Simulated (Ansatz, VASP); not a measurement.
# CaSe in VASP and in Ansatz

```
Ca Se
1.0
     3.10566    1.79305    1.71609
    -3.10566    1.79305    1.71609
     0.00000   -3.58610    1.71609
Ca Se
1 1
Direct
  0.50000 0.50000 0.50000
  0.00000 0.00000 0.00000
```

Alike in both runs: task relaxation of cell and atoms; functional PBE; k mesh 6 × 6 × 6; occupations gaussian, width 0.1 eV; no spin polarisation.

|  | VASP | Ansatz |
| --- | --- | --- |
| version | VASP 6.6.1 | Ansatz 0.2.0 |
| potentials or method | VASP PAW PBE potentials, release 64 (Ca_sv, Se), cutoff 600 eV | scalar-relativistic, plane waves, PAW |
| valence electrons in the cell | 16 | 26 |

Ansatz gave:

| Property | Result |
| --- | --- |
| gap on the k mesh at the Fermi level, each at its own relaxed structure (eV) | 0.81 |
| relaxed volume (Å³/atom) | 24.41 |
| relaxed cell length with the largest relative difference (Å) | 3.657 |

Task: Which values does VASP return?

Result: gap on the k mesh at the Fermi level, each at its own relaxed structure (eV): 0.80; relaxed volume (Å³/atom): 24.52; relaxed cell length with the largest relative difference (Å): 3.661.

VASP's potentials hold 16 valence electrons a cell and Ansatz's 26, so a difference there can come from the potentials and not from the codes.
